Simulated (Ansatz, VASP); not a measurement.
ZrSi4Pd in VASP and in Ansatz

```xyz
6
Lattice="3.7925 0.0000 0.0000 -1.8962 3.2844 0.0000 0.0000 0.0000 7.3693" Properties=species:S:1:pos:R:3 pbc="T T T"
Zr    0.0000    0.0000    3.6847
Si    0.0000    2.1896    0.0000
Si    1.8962    1.0948    0.0000
Si    0.0000    0.0000    5.3839
Si    0.0000    0.0000    1.9854
Pd    0.0000    0.0000    0.0000
```

Alike in both runs: task single point; functional PBE; k mesh 6 × 6 × 4; occupations gaussian, width 0.1 eV; no spin polarisation.

|  | VASP | Ansatz |
| --- | --- | --- |
| version | VASP 6.6.1 | Ansatz 0.2.0 |
| potentials or method | VASP PAW PBE potentials, release 64 (Zr_sv, Si, Pd), cutoff 520 eV | scalar-relativistic, plane waves, PAW |
| valence electrons in the cell | 38 | 46 |

|  | VASP | Ansatz | Ansatz less VASP |
| --- | --- | --- | --- |
| gap on the k mesh at the Fermi level (eV) | none | none | - |
| rms of the force components (eV/Å) | 5.776 | 6.043 | +0.2664 |

Atom by atom the forces differ by 0.266 eV/Å (rms over components). A gap of «none» marks a metal or a gap that the smearing closes. The functional is the same, so the differences come from potentials, cutoffs and numerics. VASP's potentials hold 38 valence electrons a cell and Ansatz's 46, so a difference there can come from the potentials and not from the codes.
